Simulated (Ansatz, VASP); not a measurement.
## CsPbBr3 in VASP and in Ansatz

The input INCAR:

```
SYSTEM = CsPbBr3
PREC = Accurate
ENCUT = 520
EDIFF = 1E-6
ISMEAR = 0
SIGMA = 0.05
LREAL = .False.
LASPH = .True.
NELM = 80
ALGO = Normal
ISIF = 2
LWAVE = .False.
LCHARG = .True.
GGA = PS
LELF = .True.
LVHAR = .True.
NBANDS = 30
```

The input KPOINTS:

```
regular mesh
0
Gamma
  6 6 6
  0 0 0
```

Contents of POSCAR:

```
CsPbBr3
1.0
    5.6939000000      0.0000000000      0.0000000000
    0.0000000000      5.6939000000      0.0000000000
    0.0000000000      0.0000000000      5.7819500000
Cs Pb Br
1 1 3
Direct
    0.0000000000      0.0000000000      0.0000000000
    0.5000000000      0.5000000000      0.5000000000
    0.0000000000      0.5000000000      0.5000000000
    0.5000000000      0.0000000000      0.5000000000
    0.5000000000      0.5000000000      0.0000000000
```

Input for Ansatz:

```yaml
crystal:
  lattice:
    - [5.6939, 0.0, 0.0]
    - [0.0, 5.6939, 0.0]
    - [0.0, 0.0, 5.78195]
  atoms:
    - { symbol: Cs, position: [0.0, 0.0, 0.0] }
    - { symbol: Pb, position: [0.5, 0.5, 0.5] }
    - { symbol: Br, position: [0.0, 0.5, 0.5] }
    - { symbol: Br, position: [0.5, 0.0, 0.5] }
    - { symbol: Br, position: [0.5, 0.5, 0.0] }
basis:
  ecutwfc: 420
kpoints:
  mp_grid: { grid: [6, 6, 6] }
hamiltonian:
  xc: pbesol
scf:
  occupations: { method: gaussian, width: 0.05 }
output:
  forces: true
  stress: true
  eigenvalues: true
```

Change from the starting cell: strain -0.030 along x and y, -0.015 along z, atoms carried along.

Alike in both runs: task single point; functional PBEsol; k mesh 6 × 6 × 6; occupations gaussian, width 0.05 eV; no spin polarisation.

```csv
,VASP,Ansatz
version,VASP 6.6.1,Ansatz 0.2.0
potentials or method,"VASP PAW PBE potentials, release 64 (Cs_sv, Pb_d, Br), cutoff 520 eV","scalar-relativistic, plane waves, PAW"
valence electrons in the cell,44,44
```

|  | VASP | Ansatz | Ansatz less VASP |
| --- | --- | --- | --- |
| gap on the k mesh at the Fermi level (eV) | 0.99 | 0.99 | -0.001 |
| least direct gap on the mesh (eV) | 0.99 | 0.99 | -0.001 |
| pressure (GPa) | 2.0 | 2.0 | -0.01 |
| traceless stress, the component that is largest in VASP (GPa) | -0.63 | -0.63 | +0.001 |

VASP's potentials were made for PBE, not for PBEsol.

Neither program's run includes spin-orbit coupling.
